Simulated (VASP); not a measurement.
# HfB2 (P6/mmm) in VASP: notebook, part 2 of 2

VASP 6.6.1.

## 3. Relaxation of cell and atoms, PBE+U

Input file INCAR:

```
PREC = Accurate ; ENCUT = 600
EDIFF = 1E-6 ; ISMEAR = -1
SIGMA = 0.05 ; LREAL = F
LASPH = T ; NELM = 150
ALGO = Normal ; ISIF = 3
LWAVE = F ; LCHARG = F
LMAXMIX = 4 ; LDAU = T
LDAUTYPE = 2 ; LDAUL = 2 -1
LDAUU = 2 0 ; LDAUJ = 0 0
LDAUPRINT = 1 ; GGA = PE
IBRION = 2 ; NSW = 60
EDIFFG = -0.01
```

Input file KPOINTS:

```
Automatic mesh
0
Gamma
  10 10 8
```

Input file POSCAR:

```
HfB2
1.0
    3.1400000000      0.0000000000      0.0000000000
   -1.5700000000      2.7193197679      0.0000000000
    0.0000000000      0.0000000000      3.4800000000
Hf B
1 2
Direct
    0.0000000000      0.0000000000      0.0000000000
    0.6666666667      0.3333333333      0.5000000000
    0.3333333333      0.6666666667      0.5000000000
```

Potentials or basis: VASP PAW PBE potentials, release 64 (Hf_pv, B).

Command:

```
$ cat potpaw_PBE.64/Hf_pv/POTCAR potpaw_PBE.64/B/POTCAR > POTCAR
$ mpirun -np 1 vasp_std > vasp.out
```

OUTCAR:

```text
PREC = Accurate
   ENCUT = 600
   EDIFF = 1E-6
   ISMEAR = -1
   LREAL = F
   LASPH = T
   NELM = 150
   ISIF = 3
   GGA = PE
   IBRION = 2
   NSW = 60
   EDIFFG = -0.01

 ion  position               nearest neighbor table
   1  0.000  0.000  0.000-   2 2.51   3 2.51   2 2.51   3 2.51   2 2.51   2 2.51   3 2.51   3 2.51
                             2 2.51   2 2.51   3 2.51   3 2.51
   2  0.667  0.333  0.500-   3 1.81   3 1.81   3 1.81   1 2.51   1 2.51   1 2.51   1 2.51   1 2.51
                             1 2.51
   3  0.333  0.667  0.500-   2 1.81   2 1.81   2 1.81   1 2.51   1 2.51   1 2.51   1 2.51   1 2.51
                             1 2.51

  LATTYP: Found a hexagonal cell.
 ALAT       =     3.1400000000
 C/A-ratio  =     1.1082802548

  Lattice vectors:

 A1 = (   3.1400000000,   0.0000000000,   0.0000000000)
 A2 = (  -1.5700000000,   2.7193197679,   0.0000000000)
 A3 = (   0.0000000000,   0.0000000000,   3.4800000000)

Analysis of symmetry for initial positions (statically):
=====================================================================
 Subroutine PRICEL returns:
 Original cell was already a primitive cell.

 Routine SETGRP: Setting up the symmetry group for a
 hexagonal supercell.

 Subroutine GETGRP returns: Found 24 space group operations
 (whereof 24 operations were pure point group operations)
 out of a pool of 24 trial point group operations.

The static configuration has the point symmetry D_6h.

Analysis of symmetry for dynamics (positions and initial velocities):
=====================================================================
 Subroutine PRICEL returns:
 Original cell was already a primitive cell.

 Routine SETGRP: Setting up the symmetry group for a
 hexagonal supercell.
[... 287 lines left out ...]
  0.0000 -0.0000  0.0000  0.0000  0.1851

 occupancies and eigenvectors

  o =  0.1585  v =  0.0000  0.0000 -1.0000 -0.0000  0.0000  0.0000  0.0000  0.0000  0.0000  0.0000      0.0000  0.0000  0.0000  0.0000  0.0000  0.0000  0.0000  0.0000  0.0000  0.0000
  o =  0.1585  v =  0.0000  0.0000  0.0000  0.0000  0.0000  0.0000  0.0000 -1.0000 -0.0000  0.0000      0.0000  0.0000  0.0000  0.0000  0.0000  0.0000  0.0000  0.0000  0.0000  0.0000
  o =  0.1751  v =  0.0000  0.0001  0.0000 -1.0000  0.0000  0.0000  0.0000  0.0000  0.0000  0.0000      0.0000  0.0000  0.0000  0.0000  0.0000  0.0000  0.0000  0.0000  0.0000  0.0000
  o =  0.1751  v =  0.0000  0.0000  0.0000  0.0000  0.0000  0.0000  0.0001  0.0000 -1.0000  0.0000      0.0000  0.0000  0.0000  0.0000  0.0000  0.0000  0.0000  0.0000  0.0000  0.0000
  o =  0.1751  v =  0.0000  0.0000  0.0000  0.0000  0.0000  0.0000  1.0000  0.0000  0.0001 -0.0000      0.0000  0.0000  0.0000  0.0000  0.0000  0.0000  0.0000  0.0000  0.0000  0.0000
  o =  0.1751  v =  0.0000  1.0000  0.0000  0.0001 -0.0000  0.0000  0.0000  0.0000  0.0000  0.0000      0.0000  0.0000  0.0000  0.0000  0.0000  0.0000  0.0000  0.0000  0.0000  0.0000
  o =  0.1851  v =  1.0000  0.0000  0.0000  0.0000  0.0000  0.0000  0.0000  0.0000  0.0000  0.0000      0.0000  0.0000  0.0000  0.0000  0.0000  0.0000  0.0000  0.0000  0.0000  0.0000
  o =  0.1851  v =  0.0000  0.0000  0.0000  0.0000  0.0000  1.0000  0.0000  0.0000  0.0000  0.0000      0.0000  0.0000  0.0000  0.0000  0.0000  0.0000  0.0000  0.0000  0.0000  0.0000
  o =  0.1851  v =  0.0000  0.0000  0.0000 -0.0000  1.0000  0.0000  0.0000  0.0000  0.0000  0.0000      0.0000  0.0000  0.0000  0.0000  0.0000  0.0000  0.0000  0.0000  0.0000  0.0000
  o =  0.1851  v =  0.0000  0.0000  0.0000  0.0000  0.0000  0.0000  0.0000  0.0000 -0.0000  1.0000      0.0000  0.0000  0.0000  0.0000  0.0000  0.0000  0.0000  0.0000  0.0000  0.0000

--------------------------------------- Ionic step        4  -------------------------------------------

 number of electron      16.0000000 magnetization

 Free energy of the ion-electron system (eV)
  ---------------------------------------------------
  ext. energy  EPLUGINS =         0.00000000
  ---------------------------------------------------
  free energy    TOTEN  =       -24.91681674 eV

  energy without entropy =      -24.91427400  energy(sigma->0) =      -24.91554537

 E-fermi :   7.6403     XC(G=0): -12.4712

 val. band max:        7.5797919778   @ k =   0.2000   0.2000   0.1250
 cond. band min:       7.8010938169   @ k =   0.0000   0.0000   0.2500
 fundamental gap:      0.2213018391
 Fermi energy:         7.6403371935

 k-point     1 :       0.0000    0.0000    0.0000
  band No.  band energies     occupation
      1     -23.4944      2.00000
      2     -23.0279      2.00000
      3     -23.0279      2.00000
      4      -6.0699      2.00000
      5       4.6536      2.00000
      6       4.7383      2.00000
      7       4.9003      2.00000
      8       4.9003      2.00000
      9      11.8011      0.00000
     10      11.8011      0.00000
     11      12.2088      0.00000
     12      12.2088      0.00000
[... 331 lines left out ...]
 k-point    24 :       0.4000    0.1000    0.1250
  band No.  band energies     occupation
      1     -23.6837      2.00000
      2     -23.4029      2.00000
      3     -23.2255      2.00000
      4      -2.2973      2.00000
      5      -0.9196      2.00000
      6       3.0499      2.00000
      7       3.9209      2.00000
      8       5.5539      2.00000
      9       8.7537      0.00000
     10      11.7559      0.00000
     11      11.7659      0.00000
     12      13.9580      0.00000

 [... further k-points ...]
[... 5 lines left out ...]
  --------------------------------------------------------------------------------------
  -------------------------------------------------------------------------------------
  Total       -0.0095036     -0.0095036      0.0024815      0.0000000      0.0000000     -0.0000000
  in kB       -0.4987508     -0.4987508      0.1302282      0.0000000      0.0000000     -0.0000000
  external PRESSURE =      -0.2890911 kB  Pullay stress =       0.0000000 kB
[... 18 lines left out ...]
  FREE ENERGIE OF THE ION-ELECTRON SYSTEM (eV)
  ---------------------------------------------------
  free  energy   TOTEN  =       -24.9168167444 eV

  energy  without entropy=      -24.9142740039  energy(sigma->0) =      -24.91554537

 reached required accuracy - stopping structural energy minimisation
```

OSZICAR:

```text
N       E                     dE             d eps       ncg     rms          rms(c)
DAV:   1     0.351189733341E+02    0.35119E+02   -0.92795E+03  1680   0.143E+03
DAV:   2    -0.256059770609E+02   -0.60725E+02   -0.56769E+02  2048   0.258E+02
[... 31 lines left out ...]
   3 F= -.24916032E+02 E0= -.24914742E+02  d E =-.174187E-01
       N       E                     dE             d eps       ncg     rms          rms(c)
DAV:   1    -0.249176149476E+02   -0.15836E-02   -0.72621E-02  1792   0.235E+00    0.294E-01
DAV:   2    -0.249170721382E+02    0.54281E-03   -0.95757E-04  2052   0.278E-01    0.124E-01
DAV:   3    -0.249168342775E+02    0.23786E-03   -0.22756E-04  2040   0.121E-01    0.401E-02
DAV:   4    -0.249168167274E+02    0.17550E-04   -0.31551E-05  2268   0.457E-02    0.270E-02
DAV:   5    -0.249168167444E+02   -0.16978E-07   -0.16807E-06  1476   0.105E-02
   4 F= -.24916817E+02 E0= -.24915545E+02  d E =-.785046E-03
```

CONTCAR:

```text
HfB2
   1.00000000000000
     3.1586038221790100    0.0000000000000000    0.0000000000000000
    -1.5793019110895050    2.7354311505148088   -0.0000000000000000
     0.0000000000000000   -0.0000000000000000    3.5334065388426574
  Hf              B
     1     2
Direct
     0.0000000000000000    1.0000000000000000    0.0000000000000000
     0.6666666667000030    0.3333333332999970    0.5000000000000000
     0.3333333332999970    0.6666666667000030    0.5000000000000000

  0.00000000E+00  0.00000000E+00  0.00000000E+00
  0.00000000E+00  0.00000000E+00  0.00000000E+00
  0.00000000E+00  0.00000000E+00  0.00000000E+00
```

Run time: 69 s. Hardware: 1 thread of Intel Xeon Platinum 8259CL at 2.50GHz (Skylake/Cascade Lake), shared host; peak memory 0.19 GiB.

Results:

| Item | Value |
| --- | --- |
| Free energy | -24.9168 eV |
| Relaxed volume | 10.18 Å³/atom |
| Relaxed cell | a = 3.159 Å, b = 3.159 Å, c = 3.533 Å, α = 90.00°, β = 90.00°, γ = 120.00° |
| Space group after relaxing (to 0.05 Å) | P6/mmm (No. 191) |
| Energy gained by relaxing | 6.1 meV/atom |
| Ionic steps | 4 |
| Pressure after relaxing | 0.0 GPa |
| Band gap on the k mesh | zero (band 8 reaches 8.44 eV, above the bottom of band 9 at 7.49 eV) |

The path:
```csv
step,energy change (eV),largest force (eV/Å),pressure (GPa),volume (Å³)
1,0.0000,0.0000,6.75,29.71
2,0.0067,0.0000,-7.56,31.55
3,-0.0174,0.0000,-0.20,30.54
4,-0.0182,0.0000,-0.03,30.53
```

Final structure:
```xyz
3
Lattice="3.1586 0.0000 0.0000 -1.5793 2.7354 0.0000 0.0000 0.0000 3.5334" Properties=species:S:1:pos:R:3 pbc="T T T"
Hf   -1.5793    2.7354    0.0000
B     1.5793    0.9118    1.7667
B     0.0000    1.8236    1.7667
```

Levels at points of the mesh, in eV from the Fermi level:
```tsv
k point	band 5	band 6	band 7	band 8	band 9	band 10	band 11	band 12
(0.00, 0.00, 0.00)	-2.99	-2.90	-2.74	-2.74	4.16	4.16	4.57	4.57
(0.50, 0.00, 0.00)	-9.12	-4.02	-3.45	-2.65	1.91	2.87	5.44	5.83
(0.00, 0.00, 0.50)	-8.44	-1.20	-1.20	0.54	0.54	1.17	1.17	2.21
(0.50, 0.00, 0.50)	-7.58	-4.80	-4.60	-2.86	3.79	4.07	6.34	6.99
```

Eigenvalues of the final occupation matrices:
```tsv
site	spin	trace	eigenvalues
site 1 d	1	0.88	0.16 0.18 0.18 0.19 0.19
site 1 d	2	0.88	0.16 0.18 0.18 0.19 0.19
```

Caveat: spin-orbit coupling is left out, which moves the levels of the heavy elements; U without spin polarisation on a metal has little footing; the U is typed as a test and isn't derived for this compound.

## 4. Relaxation of cell and atoms, PBE+U

Input file INCAR:

```
SYSTEM = HfB2
PREC = Accurate ; ENCUT = 600
EDIFF = 1E-6 ; ISMEAR = -1
SIGMA = 0.05 ; LREAL = .False.
LASPH = .True. ; NELM = 150
ALGO = Normal ; ISIF = 3
LWAVE = .False. ; LCHARG = .False.
LMAXMIX = 4 ; LDAU = .True.
LDAUTYPE = 2 ; LDAUL = 2 -1
LDAUU = 4 0 ; LDAUJ = 0 0
LDAUPRINT = 1 ; GGA = PE
IBRION = 2 ; NSW = 60
EDIFFG = -0.01
```

Input file KPOINTS:

```
regular mesh
0
Gamma
  10 10 8
  0 0 0
```

POSCAR is that of step 3.

Command:

```
$ cat potpaw_PBE.64/Hf_pv/POTCAR potpaw_PBE.64/B/POTCAR > POTCAR
$ mpirun -np 1 vasp_std > vasp.out
```

Run time: 91 s. Hardware: 1 thread of Intel Xeon Platinum 8259CL at 2.50GHz (Skylake/Cascade Lake), shared host; peak memory 0.18 GiB.

The run converged. Its results:

```yaml
Free_energy: -23.5075 eV
Relaxed_volume: 10.41 Å³/atom
Relaxed_cell: a = 3.175 Å, b = 3.175 Å, c = 3.577 Å, α = 90.00°, β = 90.00°, γ = 120.00°
Space_group_after_relaxing_to_0.05_Å: P6/mmm (No. 191)
Energy_gained_by_relaxing: 21.0 meV/atom
Ionic_steps: 7
Pressure_after_relaxing: 0.1 GPa
Band_gap_on_the_k_mesh: zero (band 8 reaches 8.65 eV, above the bottom of band 9 at 7.60 eV)
```

The path:
```csv
step,energy change (eV),largest force (eV/Å),pressure (GPa),volume (Å³)
1,0.0000,0.0000,12.76,29.71
2,0.0218,0.0000,-12.92,33.23
3,-0.0606,0.0000,-0.42,31.28
4,-0.0606,0.0000,-0.17,31.25
5,-0.0631,0.0000,0.12,31.23
6,-0.0631,0.0000,0.15,31.23
7,-0.0631,0.0000,0.15,31.23
```

Final structure:
```
Hf B
1.0
     3.17517    0.00000    0.00000
    -1.58759    2.74978    0.00000
     0.00000    0.00000    3.57718
Hf B
1 2
Cartesian
  0.0000 0.0000 0.0000
  1.5876 0.9166 1.7886
  0.0000 1.8332 1.7886
```

Levels at points of the mesh, in eV from the Fermi level:
| k point | band 4 | band 5 | band 6 | band 7 | band 8 | band 9 | band 10 | band 11 | band 12 |
| --- | --- | --- | --- | --- | --- | --- | --- | --- | --- |
| (0.00, 0.00, 0.00) | -13.79 | -3.27 | -2.92 | -2.72 | -2.72 | 4.24 | 4.24 | 4.44 | 4.54 |
| (0.50, 0.00, 0.00) | -9.73 | -9.28 | -4.00 | -3.58 | -2.56 | 1.63 | 2.94 | 5.20 | 5.37 |
| (0.00, 0.00, 0.50) | -11.63 | -8.63 | -1.32 | -1.32 | 0.65 | 0.65 | 1.24 | 1.24 | 2.16 |
| (0.50, 0.00, 0.50) | -10.18 | -7.75 | -4.76 | -4.62 | -3.15 | 3.49 | 3.95 | 6.36 | 6.80 |

Eigenvalues of the final occupation matrices:
| site | spin | trace | eigenvalues |
| --- | --- | --- | --- |
| site 1 d | 1 | 0.82 | 0.15 0.16 0.16 0.18 0.18 |
| site 1 d | 2 | 0.82 | 0.15 0.16 0.16 0.18 0.18 |

Caveat: spin-orbit coupling is left out, which moves the levels of the heavy elements; U without spin polarisation on a metal has little footing; the U is typed as a test and isn't derived for this compound. PBE usually gives volumes a little too large and moduli too small.

## 5. Overview

```tsv
U	gap on the mesh (eV)	pressure (GPa)	relaxed volume (Å³/atom)
Hf d U = 1.0 eV	none	0.0	10.06
Hf d U = 2.0 eV	none	0.0	10.18
Hf d U = 4.0 eV	none	0.1	10.41
```

Alike in all rows: task relaxation of cell and atoms; level PBE+U; potentials or basis VASP PAW PBE potentials, release 64 (Hf_pv, B); no spin polarisation; cell relaxed; k mesh 10 × 10 × 8; cutoff (eV) 600; smearing fermi-dirac 0.05 eV.

Caveats: spin-orbit coupling is left out, which moves the levels of the heavy elements; U without spin polarisation on a metal has little footing; the U is typed as a test and isn't derived for this compound.

Total energies depend on the potentials used, so only differences within one code and one set of settings carry meaning.
